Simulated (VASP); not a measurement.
# K (R-3m) in VASP: notebook, part 2 of 2

VASP 6.6.1. The steps go on from the part before.

## (5) Single point, PBEsol

File INCAR:

```
SYSTEM = K
ALGO = Fast
EDIFF = 1E-7
ENCUT = 520
GGA = PS
ISIF = 2
ISMEAR = 0
LASPH = .TRUE.
LCHARG = .FALSE.
LREAL = .FALSE.
LWAVE = .FALSE.
NBANDS = 10
NELM = 60
PREC = Accurate
SIGMA = 0.15
```

File KPOINTS:

```
k-points
0
G
  12 12 12
  0 0 0
```

File POSCAR:

```
K
1.0
    4.3228700750     -0.2275194776     -0.2275194776
   -0.2275194776      4.3228700750     -0.2275194776
   -0.2275194776     -0.2275194776      4.3228700750
K
1
Direct
    0.0000000000      0.0000000000      0.0000000000
```

Potentials or basis: VASP PAW PBE potentials, release 64 (K_sv).

Command:

```sh
$ cat potpaw_PBE.64/K_sv/POTCAR > POTCAR
$ mpirun -np 1 vasp_std > vasp.out
```

OUTCAR:

```text
SYSTEM = K
   EDIFF = 1E-7
   ENCUT = 520
   GGA = PS
   ISIF = 2
   ISMEAR = 0
   LASPH = .TRUE.
   LREAL = .FALSE.
   NELM = 60
   PREC = Accurate

 ion  position               nearest neighbor table
   1  0.000  0.000  0.000-

  LATTYP: Found a trigonal (rhomboedric) cell.
 ALAT       =     4.3348282447
 COS(alpha) =    -0.1019283746

  Lattice vectors:

 A1 = (   4.3228700750,  -0.2275194776,  -0.2275194776)
 A2 = (  -0.2275194776,   4.3228700750,  -0.2275194776)
 A3 = (  -0.2275194776,  -0.2275194776,   4.3228700750)

Analysis of symmetry for initial positions (statically):
=====================================================================
 Subroutine PRICEL returns:
 Original cell was already a primitive cell.

 Routine SETGRP: Setting up the symmetry group for a
 trigonal (rhombohedral) supercell.

 Subroutine GETGRP returns: Found 12 space group operations
 (whereof 12 operations were pure point group operations)
 out of a pool of 12 trial point group operations.

The static configuration has the point symmetry D_3d.

Analysis of symmetry for dynamics (positions and initial velocities):
=====================================================================
 Subroutine PRICEL returns:
 Original cell was already a primitive cell.

 Routine SETGRP: Setting up the symmetry group for a
 trigonal (rhombohedral) supercell.

 Subroutine GETGRP returns: Found 12 space group operations
 (whereof 12 operations were pure point group operations)
 out of a pool of 12 trial point group operations.

The dynamic configuration has the point symmetry D_3d.

 Subroutine INISYM returns: Found 12 space group operations
 (whereof 12 operations are pure point group operations),
 and found     1 'primitive' translations

----------------------------------------------------------------------------------------

                                     Primitive cell

  volume of cell :      80.0875

  direct lattice vectors                    reciprocal lattice vectors
     4.322870075 -0.227519478 -0.227519478     0.232688546  0.012927141  0.012927141
    -0.227519478  4.322870075 -0.227519478     0.012927141  0.232688546  0.012927141
    -0.227519478 -0.227519478  4.322870075     0.012927141  0.012927141  0.232688546

  length of vectors
     4.334828245  4.334828245  4.334828245     0.233405616  0.233405616  0.233405616

  position of ions in fractional coordinates (direct lattice)
     0.000000000  0.000000000  0.000000000

  ion indices of the primitive-cell ions
   primitive index   ion index
                 1           1

----------------------------------------------------------------------------------------

 KPOINTS: k-points

Automatic generation of k-mesh.
 Grid dimensions read from file:
 generate k-points for:   12   12   12

 Generating k-lattice:

  Cartesian coordinates                     Fractional coordinates (reciprocal lattice)
     0.019390712  0.001077262  0.001077262     0.083333333  0.000000000  0.000000000
     0.001077262  0.019390712  0.001077262     0.000000000  0.083333333  0.000000000
     0.001077262  0.001077262  0.019390712     0.000000000  0.000000000  0.083333333

  Length of vectors
     0.019450468  0.019450468  0.019450468

  Shift w.r.t. Gamma in fractional coordinates (k-lattice)
     0.000000000  0.000000000  0.000000000

 Subroutine IBZKPT returns following result:
 ===========================================

 Found    189 irreducible k-points:

 Following reciprocal coordinates:
            Coordinates               Weight
  0.000000  0.000000  0.000000      1.000000
  0.083333  0.000000  0.000000      6.000000
  0.166667  0.000000  0.000000      6.000000
  0.250000  0.000000  0.000000      6.000000
  0.333333  0.000000  0.000000      6.000000
  0.416667  0.000000  0.000000      6.000000
[... 16 lines left out ...]
  0.500000  0.166667  0.000000     12.000000
 -0.416667  0.166667  0.000000     12.000000
 [... further k-points ...]
   k-points           NKPTS =    189   k-points in BZ     NKDIM =    189   number of bands    NBANDS=     10
   number of dos      NEDOS =    301   number of ions     NIONS =      1
   total plane-waves  NPLWV =  32768
   dimension x,y,z NGX =    32 NGY =   32 NGZ =   32
   dimension x,y,z NGXF=    64 NGYF=   64 NGZF=   64
   ions per type =               1
   NGX,Y,Z   is equivalent  to a cutoff of  12.27, 12.27, 12.27 a.u.
   NGXF,Y,Z  is equivalent  to a cutoff of  24.54, 24.54, 24.54 a.u.
 SYSTEM =  K
   PREC   = accura    normal or accurate (medium, high low for compatibility)
   ISTART =      0    job   : 0-new  1-cont  2-samecut
   ICHARG =      2    charge: 1-file 2-atom 10-const
   ISPIN  =      1    spin polarized calculation?
   LNONCOLLINEAR =      F non collinear calculations
   LSORBIT =      F    spin-orbit coupling
   LASPH  =      T    aspherical Exc in radial PAW
   ENCUT  =  520.0 eV  38.22 Ry    6.18 a.u.   8.06  8.06  8.06*2*pi/ulx,y,z
   NELM   =     60;   NELMIN=  2; NELMDL= -5     # of ELM steps
   EDIFF  = 0.1E-06   stopping-criterion for ELM
   LREAL  =      F    real-space projection
   EDIFFG = 0.1E-05   stopping-criterion for IOM
   NSW    =      0    number of steps for IOM
   IBRION =     -1    ionic relax: 0-MD 1-quasi-New 2-CG
   NFREE  =      0    steps in history (QN), initial steepest desc. (CG)
   ISIF   =      2    stress and relaxation
   ISYM   =      2    0-nonsym 1-usesym 2-fastsym
   POTIM  = 0.5000    time-step for ionic-motion
   TEBEG  =    0.0;   TEEND  =   0.0 temperature during run
   PSTRESS=    0.0 pullay stress
   NELECT =       9.0000    total number of electrons
   NUPDOWN=      -1.0000    fix difference up-down
   EMIN   =  10.00;   EMAX   =-10.00  energy-range for DOS
   EFERMI =   0.00;   METHOD = LEGACY
   ISMEAR =     0;   SIGMA  =   0.15  broadening in eV -4-tet -1-fermi 0-gaus
   EFERMI_NEDOS =   21; number of points for ismear=-14 and -15
   IALGO  =     68    algorithm
   IMIX   =      4    mixing-type and parameters
     AMIX     =   0.40;   BMIX     =  1.00
     AMIX_MAG =   1.60;   BMIX_MAG =  1.00
  volume/ion in A,a.u.               =      80.09       540.46
  Fermi-wavevector in a.u.,A,eV,Ry     =   0.790013  1.492908  8.491671  0.624120
  Thomas-Fermi vector in A             =   1.895269
   LORBIT       =      0    0 simple, 1 ext, 2 COOP (PROOUT), +10 PAW based schemes
   GGA     = PS    functional components
   LHFCALC =     F    Hartree Fock is set to
   AEXX    =    0.0000 exact exchange contribution
   IVDW    =     0    specifies the selected vdW correction
   LEPSILON=     F    determine dielectric tensor
   LRPA    =     F    only Hartree local field effects (RPA)
 non-spin polarized calculation
 RMM-DIIS sequential band-by-band and
 Gauss-broadening in eV      SIGMA  =   0.15
  energy-cutoff  :      520.00
  volume of cell :       80.09
 maximum number of plane-waves:      2174
   NGX = 17   NGY = 17   NGZ = 17

 number of electron       9.0000000 magnetization

 Free energy of the ion-electron system (eV)
  ---------------------------------------------------
  ext. energy  EPLUGINS =         0.00000000
  ---------------------------------------------------
  free energy    TOTEN  =        -1.03946326 eV

  energy without entropy =       -1.03098559  energy(sigma->0) =       -1.03522442

 E-fermi :  -0.3040     XC(G=0):  -5.4833

 val. band max:       -0.3458668449   @ k =   0.5000   0.0000   0.0000
 cond. band min:      -0.2979436003   @ k =   0.5000   0.0833   0.0000
 fundamental gap:      0.0479232446
 Fermi energy:        -0.3040447825

 k-point     1 :       0.0000    0.0000    0.0000
  band No.  band energies     occupation
      1     -32.5067      2.00000
      2     -16.0098      2.00000
      3     -16.0096      2.00000
      4     -16.0096      2.00000
      5      -2.3666      2.00000
      6       2.6583      0.00000
      7       2.6583      0.00000
      8       5.5184      0.00000
      9       5.7538      0.00000
     10       5.9213      0.00000
[... 287 lines left out ...]
 k-point    24 :      -0.4167    0.1667    0.0000
  band No.  band energies     occupation
      1     -32.5021      2.00000
      2     -16.0825      2.00000
      3     -16.0226      2.00000
      4     -16.0023      2.00000
      5      -0.7396      1.99996
      6       0.7916      0.00000
      7       3.1413      0.00000
      8       3.6992      0.00000
      9       4.5548      0.00000
     10       5.3964      0.00000

 [... further k-points ...]

------------------------ aborting loop because EDIFF is reached ----------------------------------------

  FORCE on cell =-STRESS in cart. coord.  units (eV):
  Direction    XX          YY          ZZ          XY          YZ          ZX
  --------------------------------------------------------------------------------------
  -------------------------------------------------------------------------------------
  Total       -0.0861199     -0.0861199     -0.0861199     -0.0648082     -0.0648082     -0.0648082
  in kB       -1.7228580     -1.7228580     -1.7228580     -1.2965103     -1.2965103     -1.2965103
  external PRESSURE =      -1.7228580 kB  Pullay stress =       0.0000000 kB

 VOLUME and BASIS-vectors are now :
 -----------------------------------------------------------------------------
  energy-cutoff  :      520.00
  volume of cell :       80.09
      direct lattice vectors                 reciprocal lattice vectors
     4.322870075 -0.227519478 -0.227519478     0.232688546  0.012927141  0.012927141
    -0.227519478  4.322870075 -0.227519478     0.012927141  0.232688546  0.012927141
    -0.227519478 -0.227519478  4.322870075     0.012927141  0.012927141  0.232688546

 POSITION                                       TOTAL-FORCE (eV/Angst)
 -----------------------------------------------------------------------------------
      0.00000      0.00000      0.00000         0.000000      0.000000      0.000000
 -----------------------------------------------------------------------------------
    total drift:                                0.000000     -0.000000      0.000000

  FREE ENERGIE OF THE ION-ELECTRON SYSTEM (eV)
  ---------------------------------------------------
  free  energy   TOTEN  =        -1.0394632573 eV

  energy  without entropy=       -1.0309855922  energy(sigma->0) =       -1.03522442
```

stdout:

```text
POSCAR found type information on POSCAR K
 POSCAR found :  1 types and       1 ions
 scaLAPACK will be used
 -----------------------------------------------------------------------------
|                                                                             |
|                                                                             |
|     You enforced a specific xc type in the INCAR file but a different       |
|     I HOPE YOU KNOW WHAT YOU ARE DOING!                                     |
|                                                                             |
 -----------------------------------------------------------------------------

 LDA part: xc-table for (Slater+PW92), standard interpolation
 POSCAR, INCAR and KPOINTS ok, starting setup
 FFT: planning ... GRIDC
 FFT: planning ... GRID_SOFT
 FFT: planning ... GRID
 WAVECAR not read
 entering main loop
WARNING in EDDRMM: call to ZHEGV failed, returncode =   8  4      9
WARNING in EDDRMM: call to ZHEGV failed, returncode =   6  3      7
WARNING in EDDRMM: call to ZHEGV failed, returncode =   8  4      7
WARNING in EDDRMM: call to ZHEGV failed, returncode =   6  3     10
```

Run time: 63 s. Hardware: 1 thread of Intel Xeon Platinum 8488C (Sapphire Rapids), shared host; peak memory 0.26 GiB.

Results:

| Quantity | Value |
| --- | --- |
| Free energy | -1.0395 eV |
| Pressure | -0.2 GPa |

Caveat: the PAW data sets were made with another functional, which shifts forces and pressure a little.

## (6) Summary

| cell | further INCAR settings | gap on the mesh (eV) | pressure (GPa) |
| --- | --- | --- | --- |
| a = 4.414 Å, angles 101.4°, 1 atom | ALGO = Fast; EDIFF = 1e-07; NBANDS = 10 | none | -0.2 |
| a = 4.432 Å, angles 75.7°, 1 atom | ALGO = Fast; EDIFF = 1e-06; NBANDS = 10 | none | -0.2 |
| a = 4.533 Å, angles 105.7°, 1 atom | ALGO = Fast; EDIFF = 1e-06; NBANDS = 10 | none | -0.3 |
| a = 4.335 Å, angles 95.9°, 1 atom | ALGO = Fast; EDIFF = 1e-07; NBANDS = 10 | none | -0.2 |

Alike in all rows: task single point; level PBEsol; potentials or basis VASP PAW PBE potentials, release 64 (K_sv); no spin polarisation; k mesh 12 × 12 × 12; cutoff (eV) 520; smearing gaussian 0.15 eV.

Caveats: the PAW data sets were made with another functional, which shifts forces and pressure a little.

Absolute energies hang on the potentials; compare differences alone.
